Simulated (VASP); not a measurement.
The system is BN.

```
CELL_PARAMETERS angstrom
2.48894 0.00000 0.00000
-1.24447 2.15549 0.00000
0.00000 0.00000 6.49432
ATOMIC_POSITIONS crystal
B 0.33333 0.66667 0.25000
B 0.66667 0.33333 0.75000
N 0.33333 0.66667 0.75000
N 0.66667 0.33333 0.25000
```

Base run:

```yaml
Program: VASP 6.6.1
Functional: LDA
Potentials_or_basis: VASP PAW LDA potentials, release 64 (B, N)
Cutoff: 520 eV
k_mesh: 10 × 10 × 4
Occupations: gaussian, width 0.01 eV
Spin: no spin polarisation
```

Its results: band gap on the k mesh 4.01 eV, indirect (least direct gap 4.47 eV); pressure 0.4 GPa.

The run is repeated on the same cell with these changes: functional from LDA to PBE; potentials or basis from VASP PAW LDA potentials, release 64 (B, N) to VASP PAW PBE potentials, release 64 (B, N). What comes out?

Band gap on the k mesh 4.22 eV, indirect (least direct gap 4.67 eV); pressure 8.4 GPa.

Caveats: this functional lacks dispersion, which binds the layers, so the pressure and a relaxed spacing across them are unreliable (some runs).

A k mesh can miss the band edges.
